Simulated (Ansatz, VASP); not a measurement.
# Mo: VASP beside Ansatz

```
Mo
1.0
    -1.39320    1.70924    1.63821
     1.39320   -1.70924    1.63821
     1.39320    1.70924   -1.63821
Mo
1
Direct
  0.00000 0.00000 0.00000
```

Change from the starting cell: strain +e along x and -e along y -0.1000, strain +e along z and -e/2 along x and y +0.0367.

Alike in both runs: task single point; functional PBE; k mesh 20 × 20 × 20; occupations gaussian, width 0.15 eV; no spin polarisation.

```csv
,VASP,Ansatz
version,VASP 6.6.1,Ansatz 0.2.0
potentials or method,"VASP PAW PBE potentials, release 64 (Mo_sv), cutoff 520 eV","scalar-relativistic, plane waves, PAW"
valence electrons in the cell,14,14
```

```csv
,VASP,Ansatz,Ansatz less VASP
gap on the k mesh at the Fermi level (eV),none,none,-
pressure (GPa),7.5,7.0,-0.51
"traceless stress, the component that is largest in VASP (GPa)",21.74,21.71,-0.028
```

A gap of «none» marks a metal or a gap that the smearing closes.
